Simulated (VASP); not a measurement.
SnTe: single point with LDA

The system is SnTe.

```
Te Sn
1.0
     0.00000    3.21265    3.21265
     3.21265    0.00000    3.21265
     3.21265    3.21265    0.00000
Te Sn
1 1
Direct
  0.50000 0.50000 0.50000
  0.00000 0.00000 0.00000
```

```yaml
Program: VASP 6.6.1
Task: single point
Functional: LDA
Potentials_or_basis: VASP PAW LDA potentials, release 64 (Te, Sn_d)
Cutoff: 520 eV
k_mesh: 7 × 7 × 7
Occupations: fermi-dirac, width 0.05 eV
Spin: no spin polarisation
Dipole_correction: no
Further_INCAR_settings: ALGO = Normal; EDIFF = 1e-07; NBANDS = 17
```

```json
{
 "Pressure": "-3.7 GPa"
}
```

Levels at points of the mesh, in eV from the Fermi level:
```tsv
k point	band 8	band 9	band 10	band 11	band 12	band 13
(0.00, 0.00, 0.00)	-1.95	-1.95	-1.95	3.17	3.17	3.17
```

Wall time 21 s on 1 thread of Intel(R) Xeon(R) Platinum 8259CL CPU @ 2.50GHz (Skylake/Cascade Lake), on a shared host, peak memory 0.18 GiB.

Caveat: this odd mesh misses L, where the gap lies, so gap, dielectric constants and Born charges aren't listed; spin-orbit coupling is left out, which moves the levels of the heavy elements.
